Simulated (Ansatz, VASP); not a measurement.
# Two plane-wave programs on SrB

```
CELL_PARAMETERS angstrom
0.00000 2.64974 2.64974
2.64974 0.00000 2.64974
2.64974 2.64974 0.00000
ATOMIC_POSITIONS crystal
Sr 0.00000 0.00000 0.00000
B 0.50000 0.50000 0.50000
```

Change from the starting cell: species swapped into the YbAs type (Fm-3m, No. 225).

Alike in both runs: task single point; functional PBE; k mesh 6 × 6 × 6; occupations gaussian, width 0.1 eV; no spin polarisation.

```csv
,VASP,Ansatz
version,VASP 6.6.1,Ansatz 0.2.0
potentials or method,"VASP PAW PBE potentials, release 64 (Sr_sv, B), cutoff 520 eV","scalar-relativistic, plane waves, PAW"
valence electrons in the cell,13,13
```

Ansatz gave:

```
gap on the k mesh at the Fermi level (eV) : none
pressure (GPa)                            : 23.1
```

**Question.** What did VASP give for the same quantities?

**Answer.** gap on the k mesh at the Fermi level (eV): none; pressure (GPa): 23.5.

A gap of «none» marks a metal or a gap that the smearing closes.
